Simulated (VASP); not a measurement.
# ScAl3: single point with RPBE

ScAl3:

```
Sc Al
1.0
     4.08781    0.00000    0.00000
     0.00000    4.08781    0.00000
     0.00000    0.00000    4.08781
Sc Al
1 3
Cartesian
  0.0000 0.0000 0.0000
  2.0439 2.0439 0.0000
  0.0000 2.0439 2.0439
  2.0439 0.0000 2.0439
```

| Quantity | Value |
| --- | --- |
| Program | VASP 6.6.1 |
| Task | single point |
| Functional | RPBE |
| Potentials or basis | VASP PAW PBE potentials, release 64 (Sc_sv, Al) |
| Cutoff | 520 eV |
| k mesh | 7 × 7 × 7 |
| Occupations | fermi-dirac, width 0.05 eV |
| Spin | no spin polarisation |

| Property | Result |
| --- | --- |
| Pressure | 3.1 GPa |
| Band gap on the k mesh | zero (bands 10 and 11 overlap by 3.67 eV) |

Levels at points of the mesh, in eV from the Fermi level:
```
           k point  band 7  band 8  band 9  band 10  band 11  band 12  band 13  band 14
(0.00, 0.00, 0.00)   -2.52   -1.74   -1.74    -1.74     1.34     1.40     1.40     1.40
```

It took 35 s on 1 thread of Intel Xeon 8259CL, with other jobs on the host, peak memory 0.17 GiB.

Caveat: the cell stands under pressure; the PAW data sets were made with another functional, which shifts forces and pressure a little.
